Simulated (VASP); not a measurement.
Wanted: the native input for a VASP 6.6.1 run.

- Task: single point
- Functional: r2SCAN
- Potentials or basis: VASP PAW PBE potentials, release 64 (Al, N)
- Cutoff: 520 eV
- k mesh: 12 × 12 × 2
- Occupations: gaussian, width 0.05 eV
- Spin: no spin polarisation
- Dipole correction: no
- Further INCAR settings: ALGO = Normal; EDIFF = 1e-07; NBANDS = 26

Crystal: AlN.

```
Al N
1.0
     2.97588   -0.02745   -0.08737
    -1.51171    2.72621   -0.00319
    -0.28001   -0.17347   10.07976
Al N
4 4
Direct
  0.32912 0.65751 0.00509
  0.34628 0.65854 0.51362
  0.66421 0.34766 0.23801
  0.67318 0.33935 0.73923
  0.31573 0.64797 0.18931
  0.30922 0.65477 0.69694
  0.67559 0.34827 0.44151
  0.68667 0.34593 0.94629
```

This cell differs from its parent crystal: atoms moved at random and the cell strained at random.

These files were run (other wordings do the same):

POSCAR

```
AlN
1.0
    2.9758842879     -0.0274468192     -0.0873676677
   -1.5117117866      2.7262146494     -0.0031904442
   -0.2800118922     -0.1734721232     10.0797620702
Al N
4 4
Direct
    0.3291207074      0.6575092503      0.0050904838
    0.3462819886      0.6585447853      0.5136170591
    0.6642081982      0.3476550148      0.2380122828
    0.6731790823      0.3393535578      0.7392250973
    0.3157330898      0.6479658636      0.1893080125
    0.3092182485      0.6547700664      0.6969414391
    0.6755850960      0.3482711677      0.4415143056
    0.6866735893      0.3459302942      0.9462913199
```

INCAR.step1

```
ALGO = Normal
EDIFF = 1E-4
ENCUT = 520
GGA = PE
ISMEAR = 0
LASPH = True
LCHARG = False
LREAL = False
LWAVE = True
NBANDS = 26
NELM = 100
PREC = Accurate
SIGMA = 0.05
```

INCAR.step2

```
ALGO = Normal
EDIFF = 1E-7
ENCUT = 520
ISIF = 2
ISMEAR = 0
ISTART = 1
LASPH = True
LCHARG = False
LMIXTAU = True
LREAL = False
LWAVE = False
METAGGA = R2SCAN
NBANDS = 26
NELM = 100
PREC = Accurate
SIGMA = 0.05
```

KPOINTS

```
k-points
0
Gamma
  12 12 2
```

Potentials or basis: VASP PAW PBE potentials, release 64 (Al, N).

Launch:

```sh
$ cat potpaw_PBE.64/Al/POTCAR potpaw_PBE.64/N/POTCAR > POTCAR
$ cp INCAR.step1 INCAR
$ mpirun -np 1 vasp_std > vasp.out
$ cp INCAR.step2 INCAR
$ mpirun -np 1 vasp_std > vasp.out
```

It gave:

* Pressure: 10.5 GPa
* Largest force: 4.521 eV/Å
* Band gap on the k mesh: 4.19 eV

Caveat: the cell differs from its parent crystal (atoms moved at random and the cell strained at random); the stress differs along the axes, from -3 to 33 GPa; the PAW data sets were made with another functional, which shifts forces and pressure a little.

Run time: 33 min on 1 thread of Oxide Virtual Turin-like Processor (shared host), peak memory 0.33 GiB.
